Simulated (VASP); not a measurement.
# ZrMo2C2 (P4/mmm) in VASP: a series of runs

ZrMo2C2 is run at these levels: PBE; tasks: single point.

All numbers are computed with VASP 6.6.1; they aren't measurements. Logs are shortened: lines on timing, memory, paths and dates and some standing lists are left out, and cuts for length are marked.

### Step 1. The cell of the first run

The structure is tetragonal, space group P4/mmm (No. 123). The conventional cell has a = 3.632 Å, b = 3.632 Å, c = 4.609 Å, α = 90.00°, β = 90.00°, γ = 90.00°. Within 3.5 Å of Zr (site symmetry 4/mmm) lie 8 C at 2.68 Å and 8 Mo at 2.93 Å. Within 3.2 Å of Mo (site symmetry mmm) lie 4 C at 2.39 Å and 4 Mo at 2.57 Å and 4 Zr at 2.93 Å. Within 2.0 Å of C (site symmetry 4mm) lie 1 C at 1.51 Å.

### Step 2. Single point, PBE

INCAR reads:

```
PREC = Accurate
ENCUT = 520
EDIFF = 1E-6
ISMEAR = 0
SIGMA = 0.1
LREAL = False
LASPH = True
NELM = 60
ALGO = Normal
ISIF = 2
LWAVE = False
LCHARG = False
GGA = PE
NBANDS = 32
```

KPOINTS reads:

```
Automatic mesh
0
Gamma
  4 4 4
```

POSCAR reads:

```
ZrMo2C2
1.0
    3.6322355218      0.0000000000      0.0000000000
    0.0000000000      3.6322355218      0.0000000000
    0.0000000000      0.0000000000      4.6089314825
Zr Mo C
1 2 2
Direct
    0.0000000000      0.0000000000      0.0000000000
    0.5000000000      0.0000000000      0.5000000000
    0.0000000000      0.5000000000      0.5000000000
    0.5000000000      0.5000000000      0.8364459235
    0.5000000000      0.5000000000      0.1635540765
```

Potentials or basis: VASP PAW PBE potentials, release 64 (Zr_sv, Mo_sv, C).

On the command line:

```
$ cat potpaw_PBE.64/Zr_sv/POTCAR potpaw_PBE.64/Mo_sv/POTCAR potpaw_PBE.64/C/POTCAR > POTCAR
$ mpirun -np 1 vasp_std > vasp.out
```

OUTCAR:

```text
PREC = Accurate
   ENCUT = 520
   EDIFF = 1E-6
   ISMEAR = 0
   LREAL = False
   LASPH = True
   NELM = 60
   ISIF = 2
   GGA = PE

 ion  position               nearest neighbor table
   1  0.000  0.000  0.000-   4 2.68   5 2.68   4 2.68   5 2.68   4 2.68   5 2.68   4 2.68   5 2.68
                             3 2.93   3 2.93   2 2.93   2 2.93   3 2.93   2 2.93   3 2.93   2 2.93
   2  0.500  0.000  0.500-   4 2.39   5 2.39   4 2.39   5 2.39   3 2.57   3 2.57   3 2.57   3 2.57
                             1 2.93   1 2.93   1 2.93   1 2.93
   3  0.000  0.500  0.500-   4 2.39   5 2.39   4 2.39   5 2.39   2 2.57   2 2.57   2 2.57   2 2.57
                             1 2.93   1 2.93   1 2.93   1 2.93
   4  0.500  0.500  0.836-   5 1.51   3 2.39   2 2.39   2 2.39   3 2.39   1 2.68   1 2.68   1 2.68
                             1 2.68
   5  0.500  0.500  0.164-   4 1.51   3 2.39   2 2.39   2 2.39   3 2.39   1 2.68   1 2.68   1 2.68
                             1 2.68

  LATTYP: Found a simple tetragonal cell.
 ALAT       =     3.6322355218
 C/A-ratio  =     1.2688966491

  Lattice vectors:

 A1 = (   3.6322355218,   0.0000000000,   0.0000000000)
 A2 = (   0.0000000000,   3.6322355218,   0.0000000000)
 A3 = (   0.0000000000,   0.0000000000,   4.6089314825)

Analysis of symmetry for initial positions (statically):
=====================================================================
 Subroutine PRICEL returns:
 Original cell was already a primitive cell.

 Routine SETGRP: Setting up the symmetry group for a
 simple tetragonal supercell.

 Subroutine GETGRP returns: Found 16 space group operations
 (whereof 16 operations were pure point group operations)
 out of a pool of 16 trial point group operations.

The static configuration has the point symmetry D_4h.

Analysis of symmetry for dynamics (positions and initial velocities):
=====================================================================
 Subroutine PRICEL returns:
 Original cell was already a primitive cell.

 Routine SETGRP: Setting up the symmetry group for a
 simple tetragonal supercell.

 Subroutine GETGRP returns: Found 16 space group operations
 (whereof 16 operations were pure point group operations)
 out of a pool of 16 trial point group operations.

The dynamic configuration has the point symmetry D_4h.

 Subroutine INISYM returns: Found 16 space group operations
 (whereof 16 operations are pure point group operations),
 and found     1 'primitive' translations

----------------------------------------------------------------------------------------

                                     Primitive cell

  volume of cell :      60.8063

  direct lattice vectors                    reciprocal lattice vectors
     3.632235522  0.000000000  0.000000000     0.275312543  0.000000000  0.000000000
     0.000000000  3.632235522  0.000000000     0.000000000  0.275312543  0.000000000
     0.000000000  0.000000000  4.608931483     0.000000000  0.000000000  0.216970030

  length of vectors
     3.632235522  3.632235522  4.608931483     0.275312543  0.275312543  0.216970030

  position of ions in fractional coordinates (direct lattice)
     0.000000000  0.000000000  0.000000000
     0.500000000  0.000000000  0.500000000
     0.000000000  0.500000000  0.500000000
     0.500000000  0.500000000  0.836445924
     0.500000000  0.500000000  0.163554076

  ion indices of the primitive-cell ions
   primitive index   ion index
                 1           1
                 2           2
                 3           3
                 4           4
                 5           5

----------------------------------------------------------------------------------------

 KPOINTS: Automatic mesh

Automatic generation of k-mesh.
 Grid dimensions read from file:
 generate k-points for:    4    4    4

 Generating k-lattice:

  Cartesian coordinates                     Fractional coordinates (reciprocal lattice)
     0.068828136  0.000000000  0.000000000     0.250000000  0.000000000  0.000000000
     0.000000000  0.068828136  0.000000000     0.000000000  0.250000000  0.000000000
     0.000000000  0.000000000  0.054242507     0.000000000  0.000000000  0.250000000

  Length of vectors
     0.068828136  0.068828136  0.054242507

  Shift w.r.t. Gamma in fractional coordinates (k-lattice)
     0.000000000  0.000000000  0.000000000

 Subroutine IBZKPT returns following result:
 ===========================================

 Found     18 irreducible k-points:

 Following reciprocal coordinates:
            Coordinates               Weight
  0.000000  0.000000  0.000000      1.000000
  0.250000  0.000000  0.000000      4.000000
  0.500000  0.000000  0.000000      2.000000
  0.250000  0.250000  0.000000      4.000000
  0.500000  0.250000  0.000000      4.000000
  0.500000  0.500000  0.000000      1.000000
[... 10 lines left out ...]
  0.500000  0.250000  0.500000      4.000000
  0.500000  0.500000  0.500000      1.000000
   k-points           NKPTS =     18   k-points in BZ     NKDIM =     18   number of bands    NBANDS=     32
   number of dos      NEDOS =    301   number of ions     NIONS =      5
   total plane-waves  NPLWV =  28224
   dimension x,y,z NGX =    28 NGY =   28 NGZ =   36
   dimension x,y,z NGXF=    56 NGYF=   56 NGZF=   72
   ions per type =               1   2   2
   NGX,Y,Z   is equivalent  to a cutoff of  12.82, 12.82, 12.99 a.u.
   NGXF,Y,Z  is equivalent  to a cutoff of  25.63, 25.63, 25.97 a.u.
 SYSTEM =  unknown system
   PREC   = accura    normal or accurate (medium, high low for compatibility)
   ISTART =      0    job   : 0-new  1-cont  2-samecut
   ICHARG =      2    charge: 1-file 2-atom 10-const
   ISPIN  =      1    spin polarized calculation?
   LNONCOLLINEAR =      F non collinear calculations
   LSORBIT =      F    spin-orbit coupling
   LASPH  =      T    aspherical Exc in radial PAW
   ENCUT  =  520.0 eV  38.22 Ry    6.18 a.u.   6.75  6.75  8.57*2*pi/ulx,y,z
   NELM   =     60;   NELMIN=  2; NELMDL= -5     # of ELM steps
   EDIFF  = 0.1E-05   stopping-criterion for ELM
   LREAL  =      F    real-space projection
[... 7 lines left out ...]
   TEBEG  =    0.0;   TEEND  =   0.0 temperature during run
   PSTRESS=    0.0 pullay stress
   NELECT =      48.0000    total number of electrons
   NUPDOWN=      -1.0000    fix difference up-down
   EMIN   =  10.00;   EMAX   =-10.00  energy-range for DOS
   EFERMI =   0.00;   METHOD = LEGACY
   ISMEAR =     0;   SIGMA  =   0.10  broadening in eV -4-tet -1-fermi 0-gaus
   EFERMI_NEDOS =   21; number of points for ismear=-14 and -15
   IALGO  =     38    algorithm
   IMIX   =      4    mixing-type and parameters
     AMIX     =   0.40;   BMIX     =  1.00
     AMIX_MAG =   1.60;   BMIX_MAG =  1.00
  volume/ion in A,a.u.               =      12.16        82.07
  Fermi-wavevector in a.u.,A,eV,Ry     =   1.513001  2.859157 31.146068  2.289171
  Thomas-Fermi vector in A             =   2.622850
   LORBIT       =      0    0 simple, 1 ext, 2 COOP (PROOUT), +10 PAW based schemes
   GGA     = PE    functional components
   LHFCALC =     F    Hartree Fock is set to
   AEXX    =    0.0000 exact exchange contribution
   IVDW    =     0    specifies the selected vdW correction
   LEPSILON=     F    determine dielectric tensor
   LRPA    =     F    only Hartree local field effects (RPA)
 non-spin polarized calculation
 Gauss-broadening in eV      SIGMA  =   0.10
  energy-cutoff  :      520.00
  volume of cell :       60.81
 maximum number of plane-waves:      1658
 NGX is ok and might be reduce to    28
   NGX = 13   NGY = 13   NGZ = 17

 number of electron      47.9999990 magnetization

 Free energy of the ion-electron system (eV)
  ---------------------------------------------------
  ext. energy  EPLUGINS =         0.00000000
  ---------------------------------------------------
  free energy    TOTEN  =       -47.97300390 eV

  energy without entropy =      -47.94809906  energy(sigma->0) =      -47.96055148

 E-fermi :  12.3249     XC(G=0): -13.0686

 val. band max:       12.3245435794   @ k =   0.2500   0.0000   0.5000
 cond. band min:      12.3514922017   @ k =   0.5000   0.2500   0.0000
 fundamental gap:      0.0269486223
 Fermi energy:        12.3249216816

 k-point     1 :       0.0000    0.0000    0.0000
  band No.  band energies     occupation
      1     -48.8823      2.00000
      2     -48.4332      2.00000
      3     -36.9393      2.00000
      4     -23.5463      2.00000
      5     -23.5463      2.00000
      6     -23.0661      2.00000
[... 24 lines left out ...]
     31      16.7065      0.00000
     32      17.7021      0.00000

 k-point     2 :       0.2500    0.0000    0.0000
  band No.  band energies     occupation
      1     -48.8168      2.00000
      2     -48.4992      2.00000
      3     -36.9345      2.00000
      4     -23.3809      2.00000
      5     -23.3569      2.00000
      6     -22.9936      2.00000
[... 24 lines left out ...]
     31      16.1085      0.00000
     32      16.7343      0.00000

 k-point     3 :       0.5000    0.0000    0.0000
  band No.  band energies     occupation
      1     -48.6583      2.00000
      2     -48.6581      2.00000
      3     -36.9297      2.00000
      4     -22.9923      2.00000
      5     -22.9324      2.00000
      6     -22.8537      2.00000
[... 24 lines left out ...]
     31      15.0711      0.00000
     32      17.4029      0.00000

 k-point     4 :       0.2500    0.2500    0.0000
  band No.  band energies     occupation
      1     -48.7691      2.00000
      2     -48.5444      2.00000
      3     -36.9299      2.00000
      4     -23.6785      2.00000
      5     -22.9949      2.00000
      6     -22.9395      2.00000
[... 444 lines left out ...]
     31      15.4152      0.00000
     32      16.0308      0.00000

 k-point    17 :       0.5000    0.2500    0.5000
  band No.  band energies     occupation
      1     -48.6555      2.00000
      2     -48.6553      2.00000
      3     -36.9251      2.00000
      4     -23.6084      2.00000
      5     -23.4788      2.00000
      6     -22.8304      2.00000
[... 24 lines left out ...]
     31      16.0961      0.00000
     32      16.3941      0.00000

 k-point    18 :       0.5000    0.5000    0.5000
  band No.  band energies     occupation
      1     -48.6528      2.00000
      2     -48.6528      2.00000
      3     -36.9191      2.00000
      4     -23.8740      2.00000
      5     -23.7402      2.00000
      6     -22.8242      2.00000
[... 24 lines left out ...]
     31      17.0192      0.00000
     32      17.4393      0.00000

------------------------ aborting loop because EDIFF is reached ----------------------------------------

  FORCE on cell =-STRESS in cart. coord.  units (eV):
  Direction    XX          YY          ZZ          XY          YZ          ZX
  --------------------------------------------------------------------------------------
  -------------------------------------------------------------------------------------
  Total        0.0730883      0.0730883      0.2597303      0.0000000     -0.0000000      0.0000000
  in kB        1.9257948      1.9257948      6.8436063      0.0000000     -0.0000000      0.0000000
  external PRESSURE =       3.5650653 kB  Pullay stress =       0.0000000 kB

 VOLUME and BASIS-vectors are now :
 -----------------------------------------------------------------------------
  energy-cutoff  :      520.00
  volume of cell :       60.81
      direct lattice vectors                 reciprocal lattice vectors
     3.632235522  0.000000000  0.000000000     0.275312543  0.000000000  0.000000000
     0.000000000  3.632235522  0.000000000     0.000000000  0.275312543  0.000000000
     0.000000000  0.000000000  4.608931483     0.000000000  0.000000000  0.216970030

 POSITION                                       TOTAL-FORCE (eV/Angst)
 -----------------------------------------------------------------------------------
      0.00000      0.00000      0.00000         0.000000      0.000000      0.000000
      1.81612      0.00000      2.30447         0.000000      0.000000      0.000000
      0.00000      1.81612      2.30447         0.000000      0.000000      0.000000
      1.81612      1.81612      3.85512         0.000000     -0.000000     -0.056965
      1.81612      1.81612      0.75381         0.000000      0.000000      0.056965
 -----------------------------------------------------------------------------------
    total drift:                                0.000000     -0.000000      0.000000

  FREE ENERGIE OF THE ION-ELECTRON SYSTEM (eV)
  ---------------------------------------------------
  free  energy   TOTEN  =       -47.9730039001 eV

  energy  without entropy=      -47.9480990582  energy(sigma->0) =      -47.96055148
```

Run time: 26 s. Hardware: 1 thread of Intel Xeon Platinum 8488C (Sapphire Rapids), shared host; peak memory 0.19 GiB.

What came out:

```yaml
Free_energy: -47.9730 eV
Pressure: 0.4 GPa
Largest_force: 0.057 eV/Å
Band_gap_on_the_k_mesh: zero (band 24 reaches 13.20 eV, above the bottom of band 25 at 12.05 eV)
```

Forces in eV/Å, atoms in the order of the input:
```
Zr   0.000  0.000  0.000
Mo   0.000  0.000  0.000
Mo   0.000  0.000  0.000
C    0.000  0.000 -0.057
C    0.000  0.000  0.057
```

Caveat: the k points lie up to 0.43 Å⁻¹ apart.

(Part 1 of 2 ends here.)
